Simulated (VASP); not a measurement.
Co, 2 atoms in the cell. The structure is trigonal, space group P-3m1 (No. 164). The conventional cell has a = 2.536 Å, b = 2.536 Å, c = 4.143 Å, α = 90.00°, β = 90.00°, γ = 120.00°. Within 3.3 Å of Co (site symmetry 3m) lie 12 Co at 2.47 to 2.60 Å. 

```yaml
Program: VASP 6.6.1
Task: single point
Functional: LDA
Potentials_or_basis: VASP PAW LDA potentials, release 64 (Co)
Cutoff: 520 eV
k_mesh: 12 × 12 × 7
Occupations: fermi-dirac, width 0.05 eV
Spin: collinear spin, ferromagnetic start
Starting_moments: "[2.0, 2.0] μB"
Dipole_correction: no
Further_INCAR_settings: ALGO = Normal; EDIFF = 1e-06; NBANDS = 20
```

Potentials or basis: VASP PAW LDA potentials, release 64 (Co).

The run is started by

```sh
$ cat potpaw_LDA.64/Co/POTCAR > POTCAR
$ mpirun -np 1 vasp_std > vasp.out
```

Hardware: 1 thread of Intel Xeon 8259CL, on a shared host.

Q: How long does it take, and how much memory?

A: Run time: 2.2 min on 1 thread of Intel Xeon 8259CL (shared host), peak memory 0.19 GiB. Counts: scf iterations 14, k points 112.
